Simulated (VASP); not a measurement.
# BeS (F-43m) in VASP: further runs

The runs below take BeS through relaxation of cell and atoms, with PBEsol.

Program: VASP 6.6.1. These are calculated values, not measurements. Logs are shortened: lines on timing, memory, paths and dates and some standing lists are left out, and cuts for length are marked.

## (1) The cell of the first run

It takes space group F-43m (No. 216, cubic). Conventional cell: a = 4.838 Å, b = 4.838 Å, c = 4.838 Å, α = 90.00°, β = 90.00°, γ = 90.00°. Within 2.8 Å of Be (site symmetry -43m) lie 4 S at 2.09 Å. Within 2.8 Å of S (site symmetry -43m) lie 4 Be at 2.09 Å.

## (2) Relaxation of cell and atoms, PBEsol, target pressure 7 GPa, at which the enthalpy is minimised

Contents of INCAR:

```
SYSTEM = BeS
  ALGO = Normal
  EDIFF = 1E-7
  EDIFFG = -0.002
  ENCUT = 600
  GGA = PS
  IBRION = 2
  ISIF = 3
  ISMEAR = 0
  LASPH = .True.
  LCHARG = .False.
  LREAL = .False.
  LWAVE = .False.
  NELM = 100
  NSW = 100
  PREC = Accurate
  PSTRESS = 70.0
  SIGMA = 0.01
```

Contents of KPOINTS:

```
k-points
0
Gamma
  8 8 8
  0 0 0
```

Contents of POSCAR:

```
BeS
1.0
    2.4189645438      2.4189645438      0.0000000000
   -2.4189645438      2.4189645438      0.0000000000
    0.0000000000      2.4189645438      2.4189645438
Be S
1 1
Direct
    0.0000000000      0.0000000000      0.0000000000
    0.7500000000      0.2500000000      0.5000000000
```

Potentials or basis: VASP PAW PBE potentials, release 64 (Be, S).

On the command line:

```sh
cat potpaw_PBE.64/Be/POTCAR potpaw_PBE.64/S/POTCAR > POTCAR
mpirun -np 1 vasp_std > vasp.out
```

OUTCAR:

```text
SYSTEM = BeS
   EDIFF = 1E-7
   EDIFFG = -0.002
   ENCUT = 600
   GGA = PS
   IBRION = 2
   ISIF = 3
   ISMEAR = 0
   LASPH = .True.
   LREAL = .False.
   NELM = 100
   NSW = 100
   PREC = Accurate
   PSTRESS = 70.0

 ion  position               nearest neighbor table
   1  0.000  0.000  0.000-   2 2.09   2 2.09   2 2.09   2 2.09
   2  0.750  0.250  0.500-   1 2.09   1 2.09   1 2.09   1 2.09

  LATTYP: Found a face centered cubic cell.
 ALAT       =     4.8379290876

  Lattice vectors:

 A1 = (   0.0000000000,   2.4189645438,   2.4189645438)
 A2 = (   2.4189645438,   0.0000000000,   2.4189645438)
 A3 = (   2.4189645438,   2.4189645438,   0.0000000000)

Analysis of symmetry for initial positions (statically):
=====================================================================
 Subroutine PRICEL returns:
 Original cell was already a primitive cell.

 Routine SETGRP: Setting up the symmetry group for a
 face centered cubic supercell.

 Subroutine GETGRP returns: Found 24 space group operations
 (whereof 24 operations were pure point group operations)
 out of a pool of 48 trial point group operations.

The static configuration has the point symmetry T_d .

Analysis of symmetry for dynamics (positions and initial velocities):
=====================================================================
 Subroutine PRICEL returns:
 Original cell was already a primitive cell.

 Routine SETGRP: Setting up the symmetry group for a
 face centered cubic supercell.

 Subroutine GETGRP returns: Found 24 space group operations
 (whereof 24 operations were pure point group operations)
 out of a pool of 48 trial point group operations.

The dynamic configuration has the point symmetry T_d .

 Subroutine INISYM returns: Found 24 space group operations
 (whereof 24 operations are pure point group operations),
 and found     1 'primitive' translations

----------------------------------------------------------------------------------------

                                     Primitive cell

  volume of cell :      28.3086

  direct lattice vectors                    reciprocal lattice vectors
     2.418964544  2.418964544  0.000000000     0.206700012  0.206700012 -0.206700012
    -2.418964544  2.418964544  0.000000000    -0.206700012  0.206700012 -0.206700012
     0.000000000  2.418964544  2.418964544     0.000000000  0.000000000  0.413400024

  length of vectors
     3.420932465  3.420932465  3.420932465     0.358014923  0.358014923  0.413400024

  position of ions in fractional coordinates (direct lattice)
     0.000000000  0.000000000  0.000000000
     0.750000000  0.250000000  0.500000000

  ion indices of the primitive-cell ions
   primitive index   ion index
                 1           1
                 2           2

----------------------------------------------------------------------------------------

 KPOINTS: k-points

Automatic generation of k-mesh.
 Grid dimensions read from file:
 generate k-points for:    8    8    8

 Generating k-lattice:

  Cartesian coordinates                     Fractional coordinates (reciprocal lattice)
     0.025837501  0.025837501 -0.025837501     0.125000000  0.000000000  0.000000000
    -0.025837501  0.025837501 -0.025837501     0.000000000  0.125000000  0.000000000
     0.000000000  0.000000000  0.051675003     0.000000000  0.000000000  0.125000000

  Length of vectors
     0.044751865  0.044751865  0.051675003

  Shift w.r.t. Gamma in fractional coordinates (k-lattice)
     0.000000000  0.000000000  0.000000000

 Subroutine IBZKPT returns following result:
 ===========================================

 Found     29 irreducible k-points:

 Following reciprocal coordinates:
            Coordinates               Weight
  0.000000  0.000000  0.000000      1.000000
  0.125000  0.000000  0.000000      8.000000
  0.250000  0.000000  0.000000      8.000000
  0.375000  0.000000  0.000000      8.000000
  0.500000  0.000000  0.000000      4.000000
  0.125000  0.125000  0.000000     12.000000
[... 16 lines left out ...]
  0.375000  0.250000  0.125000     48.000000
  0.500000  0.250000  0.125000     24.000000
 [... further k-points ...]
   k-points           NKPTS =     29   k-points in BZ     NKDIM =     29   number of bands    NBANDS=      8
   number of dos      NEDOS =    301   number of ions     NIONS =      2
   total plane-waves  NPLWV =  21952
   dimension x,y,z NGX =    28 NGY =   28 NGZ =   28
   dimension x,y,z NGXF=    56 NGYF=   56 NGZF=   56
   ions per type =               1   1
   NGX,Y,Z   is equivalent  to a cutoff of  13.61, 13.61, 13.61 a.u.
   NGXF,Y,Z  is equivalent  to a cutoff of  27.21, 27.21, 27.21 a.u.
 SYSTEM =  BeS
   PREC   = accura    normal or accurate (medium, high low for compatibility)
   ISTART =      0    job   : 0-new  1-cont  2-samecut
   ICHARG =      2    charge: 1-file 2-atom 10-const
   ISPIN  =      1    spin polarized calculation?
   LNONCOLLINEAR =      F non collinear calculations
   LSORBIT =      F    spin-orbit coupling
   LASPH  =      T    aspherical Exc in radial PAW
   ENCUT  =  600.0 eV  44.10 Ry    6.64 a.u.   6.83  6.83  6.83*2*pi/ulx,y,z
   NELM   =    100;   NELMIN=  2; NELMDL= -5     # of ELM steps
   EDIFF  = 0.1E-06   stopping-criterion for ELM
   LREAL  =      F    real-space projection
   EDIFFG = -.2E-02   stopping-criterion for IOM
   NSW    =    100    number of steps for IOM
   IBRION =      2    ionic relax: 0-MD 1-quasi-New 2-CG
   NFREE  =      1    steps in history (QN), initial steepest desc. (CG)
   ISIF   =      3    stress and relaxation
   ISYM   =      2    0-nonsym 1-usesym 2-fastsym
   POTIM  = 0.5000    time-step for ionic-motion
   TEBEG  =    0.0;   TEEND  =   0.0 temperature during run
   PSTRESS=   70.0 pullay stress
   NELECT =       8.0000    total number of electrons
   NUPDOWN=      -1.0000    fix difference up-down
   EMIN   =  10.00;   EMAX   =-10.00  energy-range for DOS
   EFERMI =   0.00;   METHOD = LEGACY
   ISMEAR =     0;   SIGMA  =   0.01  broadening in eV -4-tet -1-fermi 0-gaus
   EFERMI_NEDOS =   21; number of points for ismear=-14 and -15
   IALGO  =     38    algorithm
   IMIX   =      4    mixing-type and parameters
     AMIX     =   0.40;   BMIX     =  1.00
     AMIX_MAG =   1.60;   BMIX_MAG =  1.00
  volume/ion in A,a.u.               =      14.15        95.52
  Fermi-wavevector in a.u.,A,eV,Ry     =   1.074316  2.030163 15.703227  1.154155
  Thomas-Fermi vector in A             =   2.210141
   LORBIT       =      0    0 simple, 1 ext, 2 COOP (PROOUT), +10 PAW based schemes
   GGA     = PS    functional components
   LHFCALC =     F    Hartree Fock is set to
   AEXX    =    0.0000 exact exchange contribution
   IVDW    =     0    specifies the selected vdW correction
   LEPSILON=     F    determine dielectric tensor
   LRPA    =     F    only Hartree local field effects (RPA)
 conjugate gradient relaxation of ions
 non-spin polarized calculation
 Gauss-broadening in eV      SIGMA  =   0.01
  energy-cutoff  :      600.00
  volume of cell :       28.31
 maximum number of plane-waves:       960
   NGX = 13   NGY = 13   NGZ = 13

--------------------------------------- Ionic step        1  -------------------------------------------

 number of electron       8.0000000 magnetization

 Free energy of the ion-electron system (eV)
  ---------------------------------------------------
  ext. energy  EPLUGINS =         0.00000000
  ---------------------------------------------------
  free energy    TOTEN  =       -10.56434973 eV

  energy without entropy =      -10.56434973  energy(sigma->0) =      -10.56434973

 E-fermi :   4.3394     XC(G=0):  -9.9316

 val. band max:        4.2220109256   @ k =   0.0000   0.0000   0.0000
 cond. band min:       7.1331311194   @ k =   0.5000   0.5000   0.0000
 fundamental gap:      2.9111201938
 Fermi energy:         4.3393726464

 k-point     1 :       0.0000    0.0000    0.0000
  band No.  band energies     occupation
      1      -9.5463      2.00000
      2       4.2220      2.00000
      3       4.2220      2.00000
      4       4.2220      2.00000
      5       9.8283      0.00000
      6       9.8283      0.00000
      7       9.8283      0.00000
      8       9.9911      0.00000

 k-point     2 :       0.1250    0.0000    0.0000
  band No.  band energies     occupation
      1      -9.3654      2.00000
      2       2.9891      2.00000
      3       4.0175      2.00000
      4       4.0175      2.00000
      5       9.7382      0.00000
      6      10.1908      0.00000
      7      10.1908      0.00000
      8      11.3234      0.00000
[... 309 lines left out ...]
  FREE ENERGIE OF THE ION-ELECTRON SYSTEM (eV)
  ---------------------------------------------------
  free  energy   TOTEN  =       -10.4906361693 eV

  energy  without entropy=      -10.4906361693  energy(sigma->0) =      -10.49063617

  enthalpy is  TOTEN    =        -9.3584270870 eV   P V=        1.1322090823

--------------------------------------- Ionic step        3  -------------------------------------------

 number of electron       8.0000001 magnetization

 Free energy of the ion-electron system (eV)
  ---------------------------------------------------
  ext. energy  EPLUGINS =         0.00000000
  ---------------------------------------------------
  free energy    TOTEN  =       -10.52779631 eV

  energy without entropy =      -10.52779631  energy(sigma->0) =      -10.52779631

 E-fermi :   4.9750     XC(G=0): -10.1879

 val. band max:        4.8930551006   @ k =   0.0000   0.0000   0.0000
 cond. band min:       7.6537106078   @ k =   0.5000   0.5000   0.0000
 fundamental gap:      2.7606555072
 Fermi energy:         4.9750209167

 k-point     1 :       0.0000    0.0000    0.0000
  band No.  band energies     occupation
      1      -9.3169      2.00000
      2       4.8931      2.00000
      3       4.8931      2.00000
      4       4.8931      2.00000
      5      10.4601      0.00000
      6      10.4601      0.00000
      7      10.4601      0.00000
      8      11.1975      0.00000

 k-point     2 :       0.1250    0.0000    0.0000
  band No.  band energies     occupation
      1      -9.1208      2.00000
      2       3.5830      2.00000
      3       4.6666      2.00000
      4       4.6666      2.00000
      5      10.5307      0.00000
      6      10.8534      0.00000
      7      10.8534      0.00000
      8      12.4505      0.00000
[... 264 lines left out ...]
 POSITION                                       TOTAL-FORCE (eV/Angst)
 -----------------------------------------------------------------------------------
     -0.00000      0.00000     -0.00000        -0.000000     -0.000000      0.000000
      1.18468      3.55403      1.18468         0.000000      0.000000      0.000000
 -----------------------------------------------------------------------------------
    total drift:                               -0.000000      0.000000      0.000000

  FREE ENERGIE OF THE ION-ELECTRON SYSTEM (eV)
  ---------------------------------------------------
  free  energy   TOTEN  =       -10.5277963096 eV

  energy  without entropy=      -10.5277963096  energy(sigma->0) =      -10.52779631

  enthalpy is  TOTEN    =        -9.3655222424 eV   P V=        1.1622740673

 reached required accuracy - stopping structural energy minimisation
```

Wall time 20 s (1 thread of Intel Xeon Platinum 8259CL at 2.50GHz (Skylake/Cascade Lake), shared host); peak memory 0.15 GiB.

Results:

| Quantity | Value |
| --- | --- |
| Free energy | -10.5278 eV |
| Relaxed volume | 13.30 Å³/atom |
| Relaxed cell | a = 3.351 Å, b = 3.351 Å, c = 3.351 Å, α = 60.00°, β = 60.00°, γ = 90.00° |
| Space group after relaxing (to 0.05 Å) | F-43m (No. 216) |
| Energy change on relaxing (the enthalpy is what falls) | +18.3 meV/atom |
| Ionic steps | 3 |
| Pressure after relaxing | 7.0 GPa |
| Band gap on the k mesh | 2.76 eV, indirect (least direct gap 5.57 eV) |

The path:
```tsv
step	energy change (eV)	largest force (eV/Å)	pressure (GPa)	volume (Å³)
1	0.0000	0.0000	0.19	28.31
2	0.0737	0.0000	10.37	25.91
3	0.0366	0.0000	7.01	26.60
```

Final structure:
```
Be S
1.0
     2.36936    2.36936    0.00000
    -2.36936    2.36936    0.00000
     0.00000    2.36936    2.36936
Be S
1 1
Direct
  0.00000 0.00000 0.00000
  0.75000 0.25000 0.50000
```

Caveat: the cell is relaxed towards a set pressure, so the enthalpy falls and the energy may rise; the PAW data sets were made with another functional, which shifts forces and pressure a little. A hybrid or GW would open this gap; PBEsol tends to underestimate it.

[end of part 1 of 2]
